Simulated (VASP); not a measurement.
Write the native input for VASP 6.6.1 that does the following.

```yaml
Task: single point
Functional: PBE
Potentials_or_basis: VASP PAW PBE potentials, release 64 (S, Ba_sv, Te)
Cutoff: 520 eV
k_mesh: 4 × 4 × 4
Occupations: gaussian, width 0.01 eV
Spin: no spin polarisation
Dipole_correction: no
Further_INCAR_settings: ALGO = Normal; EDIFF = 1e-06; NBANDS = 24
```

The structure of Ba2TeS lies in POSCAR:

```
Ba2TeS
1.0
    4.8432458619      0.0000000000      0.0000000000
    0.0000000000      4.8432458619      0.0000000000
    0.0000000000      0.0000000000      6.8561566253
S Ba Te
1 2 1
Direct
    0.0000000000      0.0000000000      0.0000000000
    0.0000000000      0.0000000000      0.5000000000
    0.5000000000      0.5000000000      0.0000000000
    0.5000000000      0.5000000000      0.5000000000
```

These files were run (other wordings do the same):

INCAR

```
SYSTEM = Ba2TeS
PREC     = Accurate       ! precision mode
ENCUT    = 520            ! plane-wave cutoff, eV
EDIFF    = 1E-6           ! SCF threshold, eV
ISMEAR   = 0              ! smearing method
SIGMA    = 0.01           ! smearing width, eV
LREAL    = .False.        ! projectors in reciprocal space
LASPH    = .True.         ! aspherical terms in the spheres
NELM     = 80             ! most SCF steps
ALGO     = Normal         ! electronic algorithm
ISIF     = 2              ! what is computed and relaxed
LWAVE    = .False.        ! write WAVECAR
LCHARG   = .False.        ! write CHGCAR
GGA      = PE             ! functional
NBANDS   = 24             ! bands
```

KPOINTS

```
Automatic mesh
0
Gamma
  4 4 4
  0 0 0
```

Potentials or basis: VASP PAW PBE potentials, release 64 (S, Ba_sv, Te).

Launch:

```console
$ cat potpaw_PBE.64/S/POTCAR potpaw_PBE.64/Ba_sv/POTCAR potpaw_PBE.64/Te/POTCAR > POTCAR
$ mpirun -np 1 vasp_std > vasp.out
```

Results of the run:

```
Pressure               : -0.6 GPa
Band gap on the k mesh : 1.76 eV
```

Caveat: spin-orbit coupling is left out, which moves the levels of the heavy elements.

It took 110 s on 1 thread of Intel Xeon 8259CL, with other jobs on the host, peak memory 0.29 GiB.
